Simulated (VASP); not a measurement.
A run of VASP 6.6.1 is set up as follows.

INCAR

```
ALGO = Normal ; EDIFF = 1E-7
EDIFFG = -0.002 ; ENCUT = 600
GGA = PS ; IBRION = 2
ISIF = 3 ; ISMEAR = -1
LASPH = T ; LCHARG = F
LREAL = F ; LWAVE = F
NELM = 100 ; NSW = 100
PREC = Accurate ; SIGMA = 0.1
```

Contents of KPOINTS:

```
k-points
0
Gamma
  18 18 10
```

Contents of POSCAR:

```
Ag
1.0
    2.9300000000      0.0000000000      0.0000000000
   -1.4650000000      2.5374544331      0.0000000000
    0.0000000000      0.0000000000      4.7900000000
Ag
2
Direct
    0.3333333333      0.6666666667      0.2500000000
    0.6666666667      0.3333333333      0.7500000000
```

Potentials or basis: VASP PAW PBE potentials, release 64 (Ag).

Launch:

```sh
$ cat potpaw_PBE.64/Ag/POTCAR > POTCAR
$ mpirun -np 1 vasp_std > vasp.out
```

Problem. Estimate the relaxed cell.

Solution. a = 2.864 Å, b = 2.864 Å, c = 4.693 Å, α = 90.00°, β = 90.00°, γ = 120.00°.

Problem. What does it give for the space group after relaxing (to 0.1 Å)?

Solution. P6_3/mmc (No. 194).

Problem. What does it give for the relaxed volume?

Solution. 16.67 Å³/atom.

Problem. Predict the band gap on the k mesh.

Solution. Zero (bands 11 and 12 overlap by 7.54 eV).

Final structure:
```cif
data_structure
_symmetry_space_group_name_H-M 'P 1'
_symmetry_Int_Tables_number 1
_cell_length_a 2.8642
_cell_length_b 2.8642
_cell_length_c 4.6926
_cell_angle_alpha 90.000
_cell_angle_beta 90.000
_cell_angle_gamma 120.000
_cell_volume 33.34
loop_
_atom_site_label
_atom_site_type_symbol
_atom_site_fract_x
_atom_site_fract_y
_atom_site_fract_z
_atom_site_occupancy
Ag1 Ag 0.33333 0.66667 0.25000 1
Ag2 Ag 0.66667 0.33333 0.75000 1
```

Caveat: the PAW data sets were made with another functional, which shifts forces and pressure a little.
